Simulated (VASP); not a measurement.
# CoSi2 (Fm-3m) in VASP: further runs

The runs below take CoSi2 through single point, with PBE.

Program: VASP 6.6.1. These are calculated values, not measurements. Logs are shortened: lines on timing, memory, paths and dates and some standing lists are left out, and cuts for length are marked.

## Step 1: The cell of the first run

It takes space group Fm-3m (No. 225, cubic). Conventional cell: a = 5.356 Å, b = 5.356 Å, c = 5.356 Å, α = 90.00°, β = 90.00°, γ = 90.00°. Within 3.1 Å of Co (site symmetry m-3m) lie 8 Si at 2.32 Å. Si (site symmetry -43m) has 4 Co at 2.32 Å and 6 Si at 2.68 Å within 3.1 Å.

## Step 2: Single point, PBE, collinear spin, ferromagnetic start

INCAR

```
PREC     = Accurate       # precision mode
ENCUT    = 520            # plane-wave cutoff, eV
EDIFF    = 1E-6           # SCF threshold, eV
ISMEAR   = -1             # smearing method
SIGMA    = 0.05           # smearing width, eV
LREAL    = False          # projectors in reciprocal space
LASPH    = True           # aspherical terms in the spheres
NELM     = 150            # most SCF steps
ALGO     = Normal         # electronic algorithm
ISIF     = 2              # what is computed and relaxed
LWAVE    = False          # write WAVECAR
LCHARG   = True           # write CHGCAR
ISPIN    = 2              # spin polarisation
MAGMOM   = 1 0 0          # initial moments
LORBIT   = 11             # projections on sites
NUPDOWN  = 1.0            # fixed moment
LMAXMIX  = 4              # l up to which the mixer works
GGA      = PE             # functional
LELF     = True           # ELF
LVHAR    = True         
NBANDS   = 20             # bands
```

KPOINTS

```
Automatic mesh
0
Gamma
  7 7 7
```

POSCAR

```
CoSi2
1.0
    0.0000000000      2.6780000000      2.6780000000
    2.6780000000      0.0000000000      2.6780000000
    2.6780000000      2.6780000000      0.0000000000
Co Si
1 2
Direct
    0.0000000000      0.0000000000      0.0000000000
    0.7500000000      0.7500000000      0.7500000000
    0.2500000000      0.2500000000      0.2500000000
```

Potentials or basis: VASP PAW PBE potentials, release 64 (Co, Si).

Started as:

```sh
$ cat potpaw_PBE.64/Co/POTCAR potpaw_PBE.64/Si/POTCAR > POTCAR
$ mpirun -np 1 vasp_std > vasp.out
```

OUTCAR:

```text
PREC = Accurate
   ENCUT = 520
   EDIFF = 1E-6
   ISMEAR = -1
   LREAL = False
   LASPH = True
   NELM = 150
   ISIF = 2
   ISPIN = 2
   LORBIT = 11
   NUPDOWN = 1.0
   GGA = PE

 ion  position               nearest neighbor table
   1  0.000  0.000  0.000-   2 2.32   3 2.32   2 2.32   2 2.32   3 2.32   2 2.32   3 2.32   3 2.32

   2  0.750  0.750  0.750-   1 2.32   1 2.32   1 2.32   1 2.32   3 2.68   3 2.68   3 2.68   3 2.68
                             3 2.68   3 2.68
   3  0.250  0.250  0.250-   1 2.32   1 2.32   1 2.32   1 2.32   2 2.68   2 2.68   2 2.68   2 2.68
                             2 2.68   2 2.68

  LATTYP: Found a face centered cubic cell.
 ALAT       =     5.3560000000

  Lattice vectors:

 A1 = (   0.0000000000,   2.6780000000,   2.6780000000)
 A2 = (   2.6780000000,   0.0000000000,   2.6780000000)
 A3 = (   2.6780000000,   2.6780000000,   0.0000000000)

Analysis of symmetry for initial positions (statically):
=====================================================================
 Subroutine PRICEL returns:
 Original cell was already a primitive cell.

 Routine SETGRP: Setting up the symmetry group for a
 face centered cubic supercell.

 Subroutine GETGRP returns: Found 48 space group operations
 (whereof 48 operations were pure point group operations)
 out of a pool of 48 trial point group operations.

The static configuration has the point symmetry O_h .

Analysis of symmetry for dynamics (positions and initial velocities):
=====================================================================
 Subroutine PRICEL returns:
 Original cell was already a primitive cell.

 Routine SETGRP: Setting up the symmetry group for a
 face centered cubic supercell.

 Subroutine GETGRP returns: Found 48 space group operations
 (whereof 48 operations were pure point group operations)
 out of a pool of 48 trial point group operations.

The dynamic configuration has the point symmetry O_h .

Analysis of structural, dynamic, and magnetic symmetry:
=====================================================================
 Subroutine PRICEL returns:
 Original cell was already a primitive cell.

 Routine SETGRP: Setting up the symmetry group for a
 face centered cubic supercell.

 Subroutine GETGRP returns: Found 48 space group operations
 (whereof 48 operations were pure point group operations)
 out of a pool of 48 trial point group operations.

The overall configuration has the point symmetry O_h .

 Subroutine INISYM returns: Found 48 space group operations
 (whereof 48 operations are pure point group operations),
 and found     1 'primitive' translations

----------------------------------------------------------------------------------------

                                     Primitive cell

  volume of cell :      38.4115

  direct lattice vectors                    reciprocal lattice vectors
     0.000000000  2.678000000  2.678000000    -0.186706497  0.186706497  0.186706497
     2.678000000  0.000000000  2.678000000     0.186706497 -0.186706497  0.186706497
     2.678000000  2.678000000  0.000000000     0.186706497  0.186706497 -0.186706497

  length of vectors
     3.787263920  3.787263920  3.787263920     0.323385140  0.323385140  0.323385140

  position of ions in fractional coordinates (direct lattice)
     0.000000000  0.000000000  0.000000000
     0.750000000  0.750000000  0.750000000
     0.250000000  0.250000000  0.250000000

  ion indices of the primitive-cell ions
   primitive index   ion index
                 1           1
                 2           2
                 3           3

----------------------------------------------------------------------------------------

 KPOINTS: Automatic mesh

Automatic generation of k-mesh.
 Grid dimensions read from file:
 generate k-points for:    7    7    7

 Generating k-lattice:

  Cartesian coordinates                     Fractional coordinates (reciprocal lattice)
    -0.026672357  0.026672357  0.026672357     0.142857143  0.000000000  0.000000000
     0.026672357 -0.026672357  0.026672357     0.000000000  0.142857143  0.000000000
     0.026672357  0.026672357 -0.026672357     0.000000000  0.000000000  0.142857143

  Length of vectors
     0.046197877  0.046197877  0.046197877

  Shift w.r.t. Gamma in fractional coordinates (k-lattice)
     0.000000000  0.000000000  0.000000000

 Subroutine IBZKPT returns following result:
 ===========================================

 Found     20 irreducible k-points:

 Following reciprocal coordinates:
            Coordinates               Weight
  0.000000  0.000000  0.000000      1.000000
  0.142857  0.000000  0.000000      8.000000
  0.285714  0.000000  0.000000      8.000000
  0.428571  0.000000  0.000000      8.000000
  0.142857  0.142857  0.000000      6.000000
  0.285714  0.142857  0.000000     24.000000
[... 12 lines left out ...]
 -0.428571  0.428571  0.142857     24.000000
 -0.285714  0.428571  0.142857     24.000000
   k-points           NKPTS =     20   k-points in BZ     NKDIM =     20   number of bands    NBANDS=     20
   number of dos      NEDOS =    301   number of ions     NIONS =      3
   total plane-waves  NPLWV =  21952
   dimension x,y,z NGX =    28 NGY =   28 NGZ =   28
   dimension x,y,z NGXF=    56 NGYF=   56 NGZF=   56
   ions per type =               1   2
   NGX,Y,Z   is equivalent  to a cutoff of  12.29, 12.29, 12.29 a.u.
   NGXF,Y,Z  is equivalent  to a cutoff of  24.58, 24.58, 24.58 a.u.
 SYSTEM =  unknown system
   PREC   = accura    normal or accurate (medium, high low for compatibility)
   ISTART =      0    job   : 0-new  1-cont  2-samecut
   ICHARG =      2    charge: 1-file 2-atom 10-const
   ISPIN  =      2    spin polarized calculation?
   LNONCOLLINEAR =      F non collinear calculations
   LSORBIT =      F    spin-orbit coupling
   LASPH  =      T    aspherical Exc in radial PAW
   ENCUT  =  520.0 eV  38.22 Ry    6.18 a.u.   7.04  7.04  7.04*2*pi/ulx,y,z
   NELM   =    150;   NELMIN=  2; NELMDL= -5     # of ELM steps
   EDIFF  = 0.1E-05   stopping-criterion for ELM
   LREAL  =      F    real-space projection
   EDIFFG = 0.1E-04   stopping-criterion for IOM
   NSW    =      0    number of steps for IOM
   IBRION =     -1    ionic relax: 0-MD 1-quasi-New 2-CG
   NFREE  =      0    steps in history (QN), initial steepest desc. (CG)
   ISIF   =      2    stress and relaxation
   ISYM   =      2    0-nonsym 1-usesym 2-fastsym
   POTIM  = 0.5000    time-step for ionic-motion
   TEBEG  =    0.0;   TEEND  =   0.0 temperature during run
   PSTRESS=    0.0 pullay stress
   NELECT =      17.0000    total number of electrons
   NUPDOWN=       1.0000    fix difference up-down
   EMIN   =  10.00;   EMAX   =-10.00  energy-range for DOS
   EFERMI =   0.00;   METHOD = LEGACY
   ISMEAR =    -1;   SIGMA  =   0.05  broadening in eV -4-tet -1-fermi 0-gaus
   EFERMI_NEDOS =   21; number of points for ismear=-14 and -15
   IALGO  =     38    algorithm
   IMIX   =      4    mixing-type and parameters
     AMIX     =   0.40;   BMIX     =  1.00
     AMIX_MAG =   1.60;   BMIX_MAG =  1.00
  volume/ion in A,a.u.               =      12.80        86.40
  Fermi-wavevector in a.u.,A,eV,Ry     =   1.247586  2.357596 21.177078  1.556471
  Thomas-Fermi vector in A             =   2.381712
   LORBIT       =     11    0 simple, 1 ext, 2 COOP (PROOUT), +10 PAW based schemes
   GGA     = PE    functional components
   LHFCALC =     F    Hartree Fock is set to
   AEXX    =    0.0000 exact exchange contribution
   IVDW    =     0    specifies the selected vdW correction
   LEPSILON=     F    determine dielectric tensor
   LRPA    =     F    only Hartree local field effects (RPA)
 spin polarized calculation
  energy-cutoff  :      520.00
  volume of cell :       38.41
 maximum number of plane-waves:      1047
   NGX = 15   NGY = 15   NGZ = 15

 number of electron      16.9999995 magnetization       1.0000000

 Free energy of the ion-electron system (eV)
  ---------------------------------------------------
  ext. energy  EPLUGINS =         0.00000000
  ---------------------------------------------------
  free energy    TOTEN  =       -18.84332058 eV

  energy without entropy =      -18.82786336  energy(sigma->0) =      -18.83559197

 E-fermi :   9.6330     XC(G=0): -11.7452

 val. band max:       11.6226503052   @ k =  -0.4286   0.4286   0.0000
 cond. band min:       9.7935486964   @ k =  -0.1429   0.1429   0.0000
 fundamental gap:     -1.8291016088
 Fermi energy:        11.6236804487

 spin component 1

 k-point     1 :       0.0000    0.0000    0.0000
  band No.  band energies     occupation
      1      -3.1296      1.00000
      2       5.8071      1.00000
      3       5.8071      1.00000
      4       5.8071      1.00000
      5       7.8580      1.00000
      6       7.8580      1.00000
[... 12 lines left out ...]
     19      20.5870      0.00000
[... 420 lines left out ...]
      3       3.7558      1.00000
      4       4.8601      1.00000
      5       7.3032      1.00000
      6       7.5121      1.00000
[... 12 lines left out ...]
     19      24.6250      0.00000
     20      27.5860      0.00000
 Fermi energy:         9.6330388882

 spin component 2

 k-point     1 :       0.0000    0.0000    0.0000
  band No.  band energies     occupation
      1      -2.9147      1.00000
      2       6.1747      1.00000
      3       6.1747      1.00000
      4       6.1747      1.00000
      5       8.3960      1.00000
      6       8.3960      1.00000
[... 12 lines left out ...]
     19      20.6811      0.00000
[... 421 lines left out ...]
      4       5.1154      1.00000
      5       7.6927      1.00000
      6       7.9613      1.00000
[... 12 lines left out ...]
     19      24.8550      0.00000
     20      27.8190      0.00000

------------------------ aborting loop because EDIFF is reached ----------------------------------------

  FORCE on cell =-STRESS in cart. coord.  units (eV):
  Direction    XX          YY          ZZ          XY          YZ          ZX
  --------------------------------------------------------------------------------------
  -------------------------------------------------------------------------------------
  Total        1.1326945      1.1326945      1.1326945     -0.0000000     -0.0000000     -0.0000000
  in kB       47.2456319     47.2456319     47.2456319     -0.0000000     -0.0000000     -0.0000000
  external PRESSURE =      47.2456319 kB  Pullay stress =       0.0000000 kB

 VOLUME and BASIS-vectors are now :
 -----------------------------------------------------------------------------
  energy-cutoff  :      520.00
  volume of cell :       38.41
      direct lattice vectors                 reciprocal lattice vectors
     0.000000000  2.678000000  2.678000000    -0.186706497  0.186706497  0.186706497
     2.678000000  0.000000000  2.678000000     0.186706497 -0.186706497  0.186706497
     2.678000000  2.678000000  0.000000000     0.186706497  0.186706497 -0.186706497

 POSITION                                       TOTAL-FORCE (eV/Angst)
 -----------------------------------------------------------------------------------
      0.00000      0.00000      0.00000        -0.000000     -0.000000     -0.000000
      4.01700      4.01700      4.01700        -0.000000     -0.000000     -0.000000
      1.33900      1.33900      1.33900         0.000000      0.000000      0.000000
 -----------------------------------------------------------------------------------
    total drift:                               -0.000000     -0.000000      0.000000

  FREE ENERGIE OF THE ION-ELECTRON SYSTEM (eV)
  ---------------------------------------------------
  free  energy   TOTEN  =       -18.8433205807 eV

  energy  without entropy=      -18.8278633568  energy(sigma->0) =      -18.83559197

 total charge

# of ion       s       p       d       tot
------------------------------------------
    1        0.542   0.723   7.575   8.840
    2        0.733   0.867   0.000   1.600
    3        0.733   0.867   0.000   1.600
--------------------------------------------------
tot          2.008   2.458   7.575  12.040

 magnetization (x)

# of ion       s       p       d       tot
------------------------------------------
    1        0.009   0.111   0.510   0.629
    2        0.021   0.057   0.000   0.077
    3        0.021   0.057   0.000   0.077
--------------------------------------------------
tot          0.050   0.224   0.510   0.784
```

It took 17 s on 1 thread of Intel Xeon 6975P-C (Granite Rapids), shared host; peak memory 0.18 GiB.

What came out:

```
Free energy                                           : -18.8433 eV
Pressure                                              : 4.7 GPa
Net moment                                            : 1.00 μB per cell
Site moments                                          : Co +0.63; Si +0.08 μB
Valence electrons inside the program's atomic spheres : Co 8.84; Si 1.60
```

Caveat: the total moment is fixed, so each spin has its own Fermi level.

## Step 3: Single point, PBE, collinear spin, ferromagnetic start

INCAR

```
SYSTEM = CoSi2
PREC = Accurate
ENCUT = 520
EDIFF = 1E-7
ISMEAR = -1
SIGMA = 0.05
LREAL = .FALSE.
LASPH = .TRUE.
NELM = 150
ALGO = Normal
ISIF = 2
LWAVE = .FALSE.
LCHARG = .FALSE.
ISPIN = 2
MAGMOM = 1.5 0 0
LORBIT = 11
NUPDOWN = 1.5
LMAXMIX = 4
GGA = PE
NBANDS = 20
```

KPOINTS

```
Automatic mesh
0
G
  7 7 7
  0 0 0
```

POSCAR is that of step 2.

Potentials or basis: VASP PAW PBE potentials, release 64 (Co, Si).

Started as:

```sh
$ cat potpaw_PBE.64/Co/POTCAR potpaw_PBE.64/Si/POTCAR > POTCAR
$ mpirun -np 1 vasp_std > vasp.out
```

It took 18 s on 1 thread of Intel Xeon 6975P-C (Granite Rapids), shared host; peak memory 0.18 GiB.

Results (log left out):

| Quantity | Value |
| --- | --- |
| Free energy | -18.3022 eV |
| Pressure | 9.8 GPa |
| Net moment | 1.50 μB per cell |
| Site moments | Co +0.94; Si +0.12 μB |
| Valence electrons inside the program's atomic spheres | Co 8.82; Si 1.61 |

Caveat: the total moment is fixed, so each spin has its own Fermi level.
